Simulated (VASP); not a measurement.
# K3Te2 (R-3c) in VASP: further runs, part 2 of 2

VASP 6.6.1. The steps go on from the part before.

**4. Relaxation of cell and atoms, PBE**

INCAR reads:

```
SYSTEM = K3Te2
PREC     = Accurate       ! precision mode
ENCUT    = 500            ! plane-wave cutoff, eV
EDIFF    = 1E-7           ! SCF threshold, eV
ISMEAR   = 0              ! smearing method
SIGMA    = 0.1            ! smearing width, eV
LREAL    = .False.        ! projectors in reciprocal space
LASPH    = .True.         ! aspherical terms in the spheres
NELM     = 120            ! most SCF steps
ALGO     = Normal         ! electronic algorithm
ISIF     = 3              ! what is computed and relaxed
LWAVE    = .False.        ! write WAVECAR
LCHARG   = .False.        ! write CHGCAR
GGA      = PE             ! functional
IBRION   = 2              ! ionic algorithm
NSW      = 90             ! ionic steps
EDIFFG   = -0.04          ! ionic threshold
GGA_COMPAT= .False.      
NELMIN   = 4
```

KPOINTS reads:

```
regular mesh
0
Gamma
  3 3 3
  0 0 0
```

POSCAR reads:

```
K3Te2
1.0
    3.8427907140      2.2186362531      6.9944561736
   -3.8427907140      2.2186362531      6.9944561736
    0.0000000000     -4.4372725064      6.9944561736
K Te
6 4
Direct
    0.0562500000      0.4437500000      0.7500000000
    0.7500000000      0.0562500000      0.4437500000
    0.4437500000      0.7500000000      0.0562500000
    0.9437500000      0.5562500000      0.2500000000
    0.2500000000      0.9437500000      0.5562500000
    0.5562500000      0.2500000000      0.9437500000
    0.8521800000      0.8521800000      0.8521800000
    0.6478200000      0.6478200000      0.6478200000
    0.1478200000      0.1478200000      0.1478200000
    0.3521800000      0.3521800000      0.3521800000
```

Command:

```bash
$ cat potpaw_PBE.64/K_sv/POTCAR potpaw_PBE.64/Te/POTCAR > POTCAR
$ mpirun -np 1 vasp_std > vasp.out
```

Wall time 36 min (1 thread of Intel Xeon 6975P-C (Granite Rapids), shared host); peak memory 0.57 GiB.

Results (log left out):

* Free energy: -27.4566 eV
* Relaxed volume: 41.84 Å³/atom
* Relaxed cell: a = 7.569 Å, b = 7.569 Å, c = 7.569 Å, α = 80.76°, β = 80.76°, γ = 80.76°
* Space group after relaxing (to 0.1 Å): R-3c (No. 167)
* Energy gained by relaxing: 484.9 meV/atom
* Ionic steps: 39
* Pressure after relaxing: 0.0 GPa
* Largest force after relaxing: 0.020 eV/Å
* Band gap on the k mesh: 0.82 eV (least direct gap 0.87 eV)

Forces in eV/Å, atoms in the order of the input:
```
K   -0.020  0.000  0.000
K    0.010 -0.017  0.000
K    0.010  0.017  0.000
K    0.020  0.000  0.000
K   -0.010  0.017  0.000
K   -0.010 -0.017  0.000
Te   0.000  0.000 -0.017
Te   0.000  0.000  0.017
Te   0.000  0.000  0.017
Te   0.000  0.000 -0.017
```

Stress tensor (GPa, compression positive):
```
 0.02  0.00  0.00
 0.00  0.02  0.00
 0.00  0.00 -0.10
```

The path:
```
step  energy change (eV)  largest force (eV/Å)  pressure (GPa)  volume (Å³)
   1              0.0000                0.3033            9.76       357.80
   2             -3.5941                0.1467            1.24       482.98
   3             -3.7500                0.1344            0.42       512.67
   4             -3.6840                0.1198           -0.69       575.64
   5             -3.7780                0.1274           -0.07       535.55
   6             -3.7780                0.1284            0.01       531.52
   7             -3.7881                0.1111            0.02       531.11
   8             -3.8120                0.0566            0.04       529.83
   9             -3.8333                0.0652            0.12       527.07
  10             -3.8500                0.0811            0.02       531.25
  11             -3.8991                0.1185           -0.27       543.30
  12             -3.9090                0.1542           -0.75       565.14
  13             -3.9234                0.1386           -0.49       553.24
  14             -3.9291                0.1424           -0.51       553.44
  15             -3.9442                0.1535           -0.55       553.93
  16             -3.9653                0.1749           -0.63       554.48
  17             -3.9653                0.2139           -0.78       553.82
  18             -3.9715                0.1863           -0.68       554.53
  19             -4.0013                0.2035           -0.62       548.51
  20             -4.0775                0.2586           -0.41       530.45
  21             -4.1486                0.3926            0.13       494.51
  22             -4.2165                0.3990            0.13       486.71
  23             -4.3772                0.4734            0.19       462.97
  24             -4.3314                1.0200            0.93       413.97
  25             -4.4280                0.6769            0.43       439.92
  26             -4.5711                0.4189            0.05       441.60
  27             -4.6505                0.1919           -0.30       443.69
  28             -4.6585                0.1288           -0.40       444.46
  29             -4.6590                0.1107           -0.42       444.71
  30             -4.6923                0.1288           -0.11       432.38
  31             -4.7010                0.1502            0.17       422.62
  32             -4.7357                0.1431            0.20       417.44
  33             -4.7651                0.1262            0.35       406.13
  34             -4.7666                0.1296            0.31       408.47
  35             -4.7901                0.1132           -0.09       417.57
  36             -4.7916                0.1082           -0.21       420.55
  37             -4.8134                0.0981           -0.16       420.12
  38             -4.8377                0.0657            0.00       418.72
  39             -4.8489                0.0199           -0.02       418.36
```

Final structure:
```
K Te
1.0
     4.90337    2.83096    5.02307
    -4.90337    2.83096    5.02307
     0.00000   -5.66192    5.02307
K Te
6 4
Direct
  0.05438 0.44562 0.75000
  0.75000 0.05438 0.44562
  0.44562 0.75000 0.05438
  0.94562 0.55438 0.25000
  0.25000 0.94562 0.55438
  0.55438 0.25000 0.94562
  0.87963 0.87963 0.87963
  0.62037 0.62037 0.62037
  0.12037 0.12037 0.12037
  0.37963 0.37963 0.37963
```

Levels at points of the mesh, in eV from the valence-band top:
```csv
k point,band 35,band 36,band 37,band 38,band 39,band 40,band 41,band 42,band 43,band 44
"(0.00, 0.00, 0.00)",-1.41,-1.15,-0.93,-0.93,-0.89,1.25,1.26,2.88,2.88,3.60
```

Caveat: the volume moved by over 15 % at a fixed basis, so the end points are rough; spin-orbit coupling is left out, which moves the levels of the heavy elements. A k mesh can miss the band edges.

**5. Single point, PBE**

This run uses another cell than the first one, of 41.88 Å³/atom.

INCAR reads:

```
SYSTEM = K3Te2
PREC = Accurate ; ENCUT = 500
EDIFF = 1E-6 ; ISMEAR = 0
SIGMA = 0.02 ; LREAL = .False.
LASPH = .True. ; NELM = 120
ALGO = Normal ; ISIF = 2
LWAVE = .False. ; LCHARG = .False.
GGA = PE ; NBANDS = 50
GGA_COMPAT = .False.
```

KPOINTS reads:

```
regular mesh
0
Gamma
  6 6 6
  0 0 0
```

POSCAR reads:

```
K3Te2
1.0
    4.9061031792      2.8325399912      5.0226968596
   -4.9061031792      2.8325399912      5.0226968596
    0.0000000000     -5.6650799824      5.0226968596
K Te
6 4
Direct
    0.0533127747      0.4466872253      0.7500000000
    0.7500000000      0.0533127747      0.4466872253
    0.4466872253      0.7500000000      0.0533127747
    0.9466872253      0.5533127747      0.2500000000
    0.2500000000      0.9466872253      0.5533127747
    0.5533127747      0.2500000000      0.9466872253
    0.8794124830      0.8794124830      0.8794124830
    0.6205875170      0.6205875170      0.6205875170
    0.1205875170      0.1205875170      0.1205875170
    0.3794124830      0.3794124830      0.3794124830
```

Command:

```bash
$ cat potpaw_PBE.64/K_sv/POTCAR potpaw_PBE.64/Te/POTCAR > POTCAR
$ mpirun -np 1 vasp_std > vasp.out
```

Wall time 5.3 min (1 thread of Intel Xeon 6975P-C (Granite Rapids), shared host); peak memory 0.71 GiB.

Results (log left out):

```yaml
Free_energy: -27.4192 eV
Pressure: 0.0 GPa
Largest_force: 0.005 eV/Å
Band_gap_on_the_k_mesh: zero (bands 39 and 40 overlap by 0.08 eV)
```

Forces in eV/Å, atoms in the order of the input:
```
K   -0.002  0.000  0.000
K    0.001 -0.002  0.000
K    0.001  0.002  0.000
K    0.002  0.000  0.000
K   -0.001  0.002  0.000
K   -0.001 -0.002  0.000
Te   0.000  0.000  0.005
Te   0.000  0.000 -0.005
Te   0.000  0.000 -0.005
Te   0.000  0.000  0.005
```

Levels at points of the mesh, in eV from the Fermi level:
```tsv
k point	band 37	band 38	band 39	band 40	band 41	band 42
(0.00, 0.00, 0.00)	-1.35	-1.35	-1.32	0.82	0.84	2.45
(0.50, 0.00, 0.00)	-1.32	-1.32	-0.01	-0.01	2.28	2.28
(0.50, 0.50, 0.00)	-1.35	-1.19	-1.18	0.84	1.78	2.47
(0.50, 0.50, 0.50)	-1.32	-1.32	0.05	0.05	2.66	2.66
```

Caveat: spin-orbit coupling is left out, which moves the levels of the heavy elements.

**6. Summary**

```csv
task,cell,k mesh,smearing,gap on the mesh (eV),pressure (GPa),largest force (eV/Å)
single point,"a = 8.283 Å, angles 55.3°, 10 atoms, atomic positions A",3 × 3 × 3,gaussian 0.1 eV,none,9.8,0.30
single point,"a = 7.567 Å, angles 80.8°, 10 atoms, atomic positions B",3 × 3 × 3,gaussian 0.1 eV,0.82,0.0,-
relaxation of cell and atoms,"relaxed from a = 8.283 Å, angles 55.3°, 10 atoms, atomic positions A",3 × 3 × 3,gaussian 0.1 eV,0.82,0.0,0.02
single point,"a = 7.571 Å, angles 80.8°, 10 atoms, atomic positions C",6 × 6 × 6,gaussian 0.02 eV,none,0.0,-
```

Alike in all rows: level PBE; potentials or basis VASP PAW PBE potentials, release 64 (K_sv, Te); no spin polarisation; cutoff (eV) 500.

Caveats: spin-orbit coupling is left out, which moves the levels of the heavy elements; the cell stands under pressure (at least some runs); the volume moved by over 15 % at a fixed basis, so the end points are rough (at least some runs).

Total energies depend on the potentials used, so only differences within one code and one set of settings carry meaning.
